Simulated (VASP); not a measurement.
Runs of VASP 6.6.1 on MnSb. The structure is that of space group P6_3/mmc (No. 194), or close to it. The cells are those of the table. 

```csv
task,level,potentials or basis,U,fixed moment (μB),cell,k mesh,smearing,k mesh for the DOS,occupations for the DOS,gap on the mesh (eV),pressure (GPa),moment (μB)
density of states,PBEsol+U,"VASP PAW PBE potentials, release 64 (Sb, Mn_pv)",Mn d U = 3.0 eV,-,"a = 4.150, b = 4.150, c = 5.780 Å, angles 90.0, 90.0, 120.0°, 4 atoms",7 × 7 × 5,fermi-dirac 0.05 eV,11 × 11 × 8,tetrahedron,-,-,7.86
single point,PBEsol,"VASP PAW PBE potentials, release 64 (Sb, Mn_pv)",-,16.0,"a = 4.150, b = 4.150, c = 5.780 Å, angles 90.0, 90.0, 120.0°, 4 atoms",6 × 6 × 4,fermi-dirac 0.05 eV,-,-,-,39.8,16.00
single point,LDA+U,"VASP PAW LDA potentials, release 64 (Sb, Mn_pv)",Mn d U = 6.0 eV,-,"a = 4.150, b = 4.150, c = 5.780 Å, angles 90.0, 90.0, 120.0°, 4 atoms",7 × 7 × 5,fermi-dirac 0.05 eV,-,-,none,(b),8.21
single point,RPBE,"VASP PAW PBE potentials, release 64 (Sb, Mn_pv)",-,-,"a = 4.122, b = 4.122, c = 5.741 Å, angles 90.0, 90.0, 120.0°, 4 atoms",7 × 7 × 5,fermi-dirac 0.05 eV,-,-,none,0.5,6.67
single point,RPBE,"VASP PAW PBE potentials, release 64 (Sb, Mn_pv)",-,-,"a = 4.205, b = 4.205, c = 5.856 Å, angles 90.0, 90.0, 120.0°, 4 atoms",7 × 7 × 5,fermi-dirac 0.05 eV,-,-,none,(a),7.03
single point,PBEsol,"VASP PAW PBE potentials, release 64 (Sb, Mn_pv)",-,-,"a = 4.150, b = 4.150, c = 5.780 Å, angles 90.0, 90.0, 120.0°, 4 atoms",7 × 7 × 5,fermi-dirac 0.05 eV,-,-,none,-7.1,6.69
single point,PBE,"VASP PAW PBE potentials, release 64 (Sb, Mn_pv)",-,-,"a = 4.150, b = 4.150, c = 5.780 Å, angles 90.0, 90.0, 120.0°, 4 atoms",7 × 7 × 5,gaussian 0.012 eV,-,-,none,-3.4,6.69
single point,RPBE,"VASP PAW PBE potentials, release 64 (Sb, Mn_pv)",-,-,"a = 4.159, b = 4.159, c = 5.698 Å, angles 90.0, 90.0, 120.0°, 4 atoms",7 × 7 × 5,fermi-dirac 0.05 eV,-,-,none,-0.1,6.72
single point,BLYP,"VASP PAW PBE potentials, release 64 (Sb, Mn_pv)",-,-,"a = 4.197, b = 4.197, c = 5.774 Å, angles 90.0, 90.0, 120.0°, 4 atoms",7 × 7 × 5,fermi-dirac 0.05 eV,-,-,none,0.1,6.65
single point,BLYP,"VASP PAW PBE potentials, release 64 (Sb, Mn_pv)",-,-,"a = 4.150, b = 4.150, c = 5.780 Å, angles 90.0, 90.0, 120.0°, 4 atoms",7 × 7 × 5,fermi-dirac 0.05 eV,-,-,none,1.2,6.53
single point,RPBE,"VASP PAW PBE potentials, release 64 (Sb, Mn_pv)",-,-,"a = 4.150, b = 4.150, c = 5.780 Å, angles 90.0, 90.0, 120.0°, 4 atoms",7 × 7 × 5,fermi-dirac 0.05 eV,-,-,none,-0.5,6.80
single point,revPBE,"VASP PAW PBE potentials, release 64 (Sb, Mn_pv)",-,-,"a = 4.141, b = 4.141, c = 5.670 Å, angles 90.0, 90.0, 120.0°, 4 atoms",7 × 7 × 5,fermi-dirac 0.05 eV,-,-,none,-0.1,6.62
```

Alike in all rows: spin collinear, ferromagnetic start; cutoff (eV) 520.

Estimate the missing entries.

(a) -2.2; (b) 3.9.

Caveats: spin-orbit coupling is left out, which moves the levels of the heavy elements; only a ferromagnetic start was run, and an antiferromagnetic order may lie lower in energy; the PAW data sets were made with another functional, which shifts forces and pressure a little (some runs); the U is typed as a test and isn't derived for this compound (some runs); tetrahedron occupations give inexact forces and stress in metals (some runs); the total moment is fixed, so each spin has its own Fermi level (some runs).

A k mesh can miss the band edges, and the runs leave out spin-orbit coupling on Sb.

A gap of «none» marks levels without a gap at the run's occupations.
